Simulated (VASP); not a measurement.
# Ge (I4/mmm) in VASP: settings compared, part 2 of 2

VASP 6.6.1. Earlier steps stand in the parts before.

### Step 5. Single point, r2SCAN, non-collinear spin, zero start, spin-orbit coupling

POSCAR

```
Ge
1.0
   -1.6084200000      1.6084200000      1.8731800000
    1.6084200000     -1.6084200000      1.8731800000
    1.6084200000      1.6084200000     -1.8731800000
Ge
1
Direct
    0.5000000000      0.5000000000      0.0000000000
```

INCAR.step1

```
SYSTEM = Ge
  PREC = Accurate
  ENCUT = 520
  ISMEAR = -1
  SIGMA = 0.05
  LREAL = .False.
  LASPH = .True.
  NELM = 150
  MAGMOM = 0 0 0
  LSORBIT = .True.
  GGA_COMPAT = .False.
  NBANDS = 25
  GGA = PE
  ALGO = Normal
  EDIFF = 1E-4
  LWAVE = .True.
  LCHARG = .False.
```

INCAR.step2

```
SYSTEM = Ge
  PREC = Accurate
  ENCUT = 520
  EDIFF = 1E-6
  ISMEAR = -1
  SIGMA = 0.05
  LREAL = .False.
  LASPH = .True.
  NELM = 150
  ALGO = Normal
  ISIF = 2
  LWAVE = .False.
  LCHARG = .False.
  MAGMOM = 0 0 0
  LORBIT = 11
  LSORBIT = .True.
  GGA_COMPAT = .False.
  LORBMOM = .True.
  METAGGA = R2SCAN
  LMIXTAU = .True.
  NBANDS = 25
  ISTART = 1
```

KPOINTS

```
regular mesh
0
Gamma
  9 9 9
  0 0 0
```

Potentials or basis: VASP PAW PBE potentials, release 64 (Ge_d).

Started as:

```console
$ cat potpaw_PBE.64/Ge_d/POTCAR > POTCAR
$ cp INCAR.step1 INCAR
$ mpirun -np 1 vasp_ncl > vasp.out
$ cp INCAR.step2 INCAR
$ mpirun -np 1 vasp_ncl > vasp.out
```

OUTCAR:

```text
SYSTEM = Ge
   PREC = Accurate
   ENCUT = 520
   EDIFF = 1E-6
   ISMEAR = -1
   LREAL = .False.
   LASPH = .True.
   NELM = 150
   ISIF = 2
   LORBIT = 11
   LSORBIT = .True.
   METAGGA = R2SCAN
   ISTART = 1

 ion  position               nearest neighbor table
   1  0.500  0.500  0.000-

  LATTYP: Found a body centered tetragonal cell.
 ALAT       =     3.2168400000
 C/A-ratio  =     1.1646087465

  Lattice vectors:

 A1 = (  -1.6084200000,   1.6084200000,   1.8731800000)
 A2 = (   1.6084200000,  -1.6084200000,   1.8731800000)
 A3 = (   1.6084200000,   1.6084200000,  -1.8731800000)

Analysis of symmetry for initial positions (statically):
=====================================================================
 Subroutine PRICEL returns:
 Original cell was already a primitive cell.

 Routine SETGRP: Setting up the symmetry group for a
 body centered tetragonal supercell.

 Subroutine GETGRP returns: Found 16 space group operations
 (whereof 16 operations were pure point group operations)
 out of a pool of 16 trial point group operations.

The static configuration has the point symmetry D_4h.

Analysis of symmetry for dynamics (positions and initial velocities):
=====================================================================
 Subroutine PRICEL returns:
 Original cell was already a primitive cell.

 Routine SETGRP: Setting up the symmetry group for a
 body centered tetragonal supercell.

 Subroutine GETGRP returns: Found 16 space group operations
 (whereof 16 operations were pure point group operations)
 out of a pool of 16 trial point group operations.

The dynamic configuration has the point symmetry D_4h.

Analysis of structural, dynamic, and magnetic symmetry:
=====================================================================
 Subroutine PRICEL returns:
[... 843 lines left out ...]
  Total       -0.1582998     -0.1582998     -0.5565161      0.0000000      0.0000000      0.0000000
  in kB      -13.0843605    -13.0843605    -45.9991563      0.0000000      0.0000000      0.0000000
  external PRESSURE =     -24.0559591 kB  Pullay stress =       0.0000000 kB

 VOLUME and BASIS-vectors are now :
 -----------------------------------------------------------------------------
  energy-cutoff  :      520.00
  volume of cell :       19.38
      direct lattice vectors                 reciprocal lattice vectors
    -1.608420000  1.608420000  1.873180000     0.000000000  0.310864078  0.266925763
     1.608420000 -1.608420000  1.873180000     0.310864078  0.000000000  0.266925763
     1.608420000  1.608420000 -1.873180000     0.310864078  0.310864078  0.000000000

 POSITION                                       TOTAL-FORCE (eV/Angst)
 -----------------------------------------------------------------------------------
      0.00000      0.00000      1.87318         0.000000     -0.000000      0.000000
 -----------------------------------------------------------------------------------
    total drift:                               -0.000000      0.000000     -0.000000

  FREE ENERGIE OF THE ION-ELECTRON SYSTEM (eV)
  ---------------------------------------------------
  free  energy   TOTEN  =       -13.2976160395 eV

  energy  without entropy=      -13.2920584653  energy(sigma->0) =      -13.29483725

 orbital moment (x)

 # of ion     p       d       tot
 ----------------------------------------
  1        -0.000  -0.000  -0.000
 ----------------------------------------
           -0.000  -0.000  -0.000

 orbital moment (y)

 # of ion     p       d       tot
 ----------------------------------------
  1         0.000   0.000   0.000
 ----------------------------------------
            0.000   0.000   0.000

 orbital moment (z)

 # of ion     p       d       tot
 ----------------------------------------
  1         0.000   0.000   0.000
 ----------------------------------------
            0.000   0.000   0.000

 Spin-Orbit-Coupling matrix elements

 Ion:    1  E_soc:     -0.0165454
 l=   1
     0.0000000    -0.0018342    -0.0018908
    -0.0018342     0.0000000    -0.0018342
    -0.0018908    -0.0018342     0.0000000
 l=   2
     0.0000000    -0.0001802     0.0000000    -0.0001802    -0.0007232
    -0.0001802     0.0000000    -0.0005428    -0.0001811    -0.0001817
     0.0000000    -0.0005428     0.0000000    -0.0005428     0.0000000
    -0.0001802    -0.0001811    -0.0005428     0.0000000    -0.0001817
    -0.0007232    -0.0001817     0.0000000    -0.0001817     0.0000000
 l=   3
     0.0000000     0.0000000     0.0000000     0.0000000     0.0000000     0.0000000     0.0000000
     0.0000000     0.0000000     0.0000000     0.0000000     0.0000000     0.0000000     0.0000000
     0.0000000     0.0000000     0.0000000     0.0000000     0.0000000     0.0000000     0.0000000
     0.0000000     0.0000000     0.0000000     0.0000000     0.0000000     0.0000000     0.0000000
     0.0000000     0.0000000     0.0000000     0.0000000     0.0000000     0.0000000     0.0000000
     0.0000000     0.0000000     0.0000000     0.0000000     0.0000000     0.0000000     0.0000000
     0.0000000     0.0000000     0.0000000     0.0000000     0.0000000     0.0000000     0.0000000

 total charge

# of ion       s       p       d       tot
------------------------------------------
    1        1.248   0.901  10.016  12.164

 magnetization (x)

# of ion       s       p       d       tot
------------------------------------------
    1        0.000   0.000   0.000   0.000

 magnetization (y)

# of ion       s       p       d       tot
------------------------------------------
    1       -0.000  -0.000  -0.000  -0.000

 magnetization (z)

# of ion       s       p       d       tot
------------------------------------------
    1        0.000   0.000   0.000   0.000
```

Wall time 6.3 min (1 thread of Intel Xeon 8259CL, shared host); peak memory 0.24 GiB.

What came out:

* Free energy: -13.2976 eV
* Pressure: -2.4 GPa
* Net moment: 0.00 μB per cell
* Valence electrons inside the program's atomic spheres: Ge 12.16

Stress tensor (GPa, compression positive):
```
-1.31  0.00  0.00
 0.00 -1.31  0.00
 0.00  0.00 -4.60
```

Moments on the atoms (μB; x, y, z):
```
Ge  0.00 0.00 0.00
```

Caveat: the PAW data sets were made with another functional, which shifts forces and pressure a little.

### Step 6. Single point, PBE

INCAR

```
SYSTEM = Ge
ALGO = Normal
EDIFF = 1E-6
ENCUT = 520
GGA = PE
ISIF = 2
ISMEAR = 0
LASPH = .TRUE.
LCHARG = .FALSE.
LREAL = .FALSE.
LWAVE = .FALSE.
NBANDS = 13
NELM = 60
PREC = Accurate
SIGMA = 0.011
```

KPOINTS

```
k-points
0
G
  12 12 12
  0 0 0
```

POSCAR is that of step 5.

Potentials or basis: VASP PAW PBE potentials, release 64 (Ge_d).

Started as:

```console
$ cat potpaw_PBE.64/Ge_d/POTCAR > POTCAR
$ mpirun -np 1 vasp_std > vasp.out
```

OUTCAR:

```text
SYSTEM = Ge
   EDIFF = 1E-6
   ENCUT = 520
   GGA = PE
   ISIF = 2
   ISMEAR = 0
   LASPH = .TRUE.
   LREAL = .FALSE.
   NELM = 60
   PREC = Accurate

 ion  position               nearest neighbor table
   1  0.500  0.500  0.000-

  LATTYP: Found a body centered tetragonal cell.
 ALAT       =     3.2168400000
 C/A-ratio  =     1.1646087465

  Lattice vectors:

 A1 = (  -1.6084200000,   1.6084200000,   1.8731800000)
[... 555 lines left out ...]
      3     -18.1616      2.00000
      4     -18.1455      2.00000
      5     -18.1219      2.00000
      6      -2.9433      2.00000
      7       5.0642      2.00000
      8       9.3256      0.00000
      9      12.0696      0.00000
     10      17.0857      0.00000
     11      19.9427      0.00000
     12      22.9235      0.00000
     13      24.6329      0.00000

 [... further k-points ...]
[... 5 lines left out ...]
  --------------------------------------------------------------------------------------
  -------------------------------------------------------------------------------------
  Total        0.0546219      0.0546219      0.1723251      0.0000000     -0.0000000      0.0000000
  in kB        4.5148073      4.5148073     14.2436325      0.0000000     -0.0000000      0.0000000
  external PRESSURE =       7.7577490 kB  Pullay stress =       0.0000000 kB

 VOLUME and BASIS-vectors are now :
 -----------------------------------------------------------------------------
  energy-cutoff  :      520.00
  volume of cell :       19.38
      direct lattice vectors                 reciprocal lattice vectors
    -1.608420000  1.608420000  1.873180000     0.000000000  0.310864078  0.266925763
     1.608420000 -1.608420000  1.873180000     0.310864078  0.000000000  0.266925763
     1.608420000  1.608420000 -1.873180000     0.310864078  0.310864078  0.000000000

 POSITION                                       TOTAL-FORCE (eV/Angst)
 -----------------------------------------------------------------------------------
      0.00000      0.00000      1.87318         0.000000      0.000000      0.000000
 -----------------------------------------------------------------------------------
    total drift:                               -0.000000      0.000000      0.000000

  FREE ENERGIE OF THE ION-ELECTRON SYSTEM (eV)
  ---------------------------------------------------
  free  energy   TOTEN  =        -4.1834981333 eV

  energy  without entropy=       -4.1834706698  energy(sigma->0) =       -4.18348440
```

OSZICAR:

```text
N       E                     dE             d eps       ncg     rms          rms(c)
DAV:   1     0.638979493153E+02    0.63898E+02   -0.71501E+03  4588   0.295E+03
DAV:   2     0.147403012752E+01   -0.62424E+02   -0.59356E+02  4518   0.405E+02
DAV:   3    -0.411392770814E+01   -0.55880E+01   -0.55533E+01  4863   0.716E+01
DAV:   4    -0.419409704593E+01   -0.80169E-01   -0.80158E-01  4958   0.929E+00
DAV:   5    -0.419490952036E+01   -0.81247E-03   -0.81247E-03  4938   0.103E+00    0.105E+00
DAV:   6    -0.418695218732E+01    0.79573E-02   -0.57320E-03  5408   0.158E+00    0.586E-01
DAV:   7    -0.418361228739E+01    0.33399E-02   -0.38911E-03  5313   0.998E-01    0.566E-02
DAV:   8    -0.418349171886E+01    0.12057E-03   -0.33867E-04  5163   0.416E-01    0.230E-02
DAV:   9    -0.418349773078E+01   -0.60119E-05   -0.42985E-06  4913   0.209E-02    0.279E-03
DAV:  10    -0.418349813331E+01   -0.40253E-06   -0.68303E-08  3244   0.273E-03
   1 F= -.41834981E+01 E0= -.41834844E+01  d E =-.274635E-04
```

It took 14 s on 1 thread of Intel Xeon Platinum 8375C at 2.90GHz (Ice Lake), shared host; peak memory 0.16 GiB.

Results:

```yaml
Free_energy: -4.1835 eV
Pressure: 0.8 GPa
Band_gap_on_the_k_mesh: zero (band 7 reaches 15.11 eV, above the bottom of band 8 at 3.80 eV)
```

### Step 7. Summary

```tsv
level	potentials or basis	spin	cell	k mesh	smearing	grid for exact exchange (PRECFOCK)	screening parameter	gap on the mesh (eV)	pressure (GPa)	moment (μB)
LDA	VASP PAW LDA potentials, release 64 (Ge_d)	non-collinear, zero start, SOC	a = 2.947 Å, angles 113.8, 113.8, 101.1°, 1 atom	10 × 10 × 10	methfessel-paxton 0.1 eV	-	-	-	-5.1	0.00
LDA	VASP PAW LDA potentials, release 64 (Ge_d)	non-collinear, zero start, SOC	a = 2.947 Å, angles 113.8, 113.8, 101.1°, 1 atom	13 × 13 × 13	methfessel-paxton 0.1 eV	-	-	-	-5.2	0.00
HSE06	VASP PAW PBE potentials, release 64 (Ge_d)	off	a = 3.004 Å, angles 113.8, 113.8, 101.1°, 1 atom	6 × 6 × 6	fermi-dirac 0.05 eV	Normal	0.2079 1/Å	none	-4.6	-
r2SCAN	VASP PAW PBE potentials, release 64 (Ge_d)	non-collinear, zero start, SOC	a = 2.947 Å, angles 113.8, 113.8, 101.1°, 1 atom	9 × 9 × 9	fermi-dirac 0.05 eV	-	-	-	-2.4	0.00
PBE	VASP PAW PBE potentials, release 64 (Ge_d)	off	a = 2.947 Å, angles 113.8, 113.8, 101.1°, 1 atom	12 × 12 × 12	gaussian 0.011 eV	-	-	none	0.8	-
```

Alike in all rows: task single point; cutoff (eV) 520.

Caveats: some runs use coarse meshes; the PAW data sets were made with another functional, which shifts forces and pressure a little (some runs).

Absolute energies hang on the potentials; compare differences alone.
